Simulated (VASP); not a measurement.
Input of a VASP 6.6.1 run:

The input INCAR:

```
ALGO = Normal
EDIFF = 1E-6
EDIFFG = -0.04
ENCUT = 600
GGA = PE
IBRION = 2
ISIF = 3
ISMEAR = 0
LASPH = True
LCHARG = False
LREAL = False
LWAVE = False
NELM = 100
NSW = 90
PREC = Accurate
SIGMA = 0.1
```

File KPOINTS:

```
k-points
0
Gamma
  3 3 3
```

Contents of POSCAR:

```
Sn3As
1.0
    4.0172717823      2.3193729449      3.7730100521
   -4.0172717823      2.3193729449      3.7730100521
    0.0000000000     -4.6387458898      3.7730100521
Sn As
6 2
Direct
    0.7970000000      0.2520000000      0.7970000000
    0.7970000000      0.7970000000      0.2520000000
    0.2520000000      0.7970000000      0.7970000000
    0.2030000000      0.7480000000      0.2030000000
    0.7480000000      0.2030000000      0.2030000000
    0.2030000000      0.2030000000      0.7480000000
    0.2690000000      0.2690000000      0.2690000000
    0.7310000000      0.7310000000      0.7310000000
```

Potentials or basis: VASP PAW PBE potentials, release 64 (Sn_d, As).

The run is started by

```bash
$ cat potpaw_PBE.64/Sn_d/POTCAR potpaw_PBE.64/As/POTCAR > POTCAR
$ mpirun -np 1 vasp_std > vasp.out
```

(1) What does it give for the relaxed cell?

(2) Estimate the relaxed volume.

Answers

(1) a = 5.983 Å, b = 5.983 Å, c = 5.983 Å, α = 90.49°, β = 90.49°, γ = 90.49°.

(2) 26.77 Å³/atom.
